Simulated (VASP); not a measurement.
Input of a VASP 6.6.1 run:

INCAR

```
SYSTEM = Ba
PREC = Accurate
ENCUT = 520
EDIFF = 1E-6
ISMEAR = -1
SIGMA = 0.05
LREAL = .False.
LASPH = .True.
NELM = 100
ALGO = Normal
ISIF = 2
LWAVE = .False.
LCHARG = .False.
GGA = PE
NBANDS = 17
```

Contents of KPOINTS:

```
Automatic mesh
0
Gamma
  11 11 6
  0 0 0
```

The input POSCAR:

```
Ba
1.0
    4.1346947456      0.0000000000      0.0000000000
   -2.0673473728      3.5807506866      0.0000000000
    0.0000000000      0.0000000000      6.6349489346
Ba
2
Direct
    0.3333333333      0.6666666667      0.2500000000
    0.6666666667      0.3333333333      0.7500000000
```

Potentials or basis: VASP PAW PBE potentials, release 64 (Ba_sv).

Command:

```console
$ cat potpaw_PBE.64/Ba_sv/POTCAR > POTCAR
$ mpirun -np 1 vasp_std > vasp.out
```

What does it give for the pressure?

3.0 GPa.

What does it give for the band gap on the k mesh?

Zero (bands 10 and 11 overlap by 0.59 eV).

Caveat: the cell stands under pressure; spin-orbit coupling is left out, which moves the levels of the heavy elements.
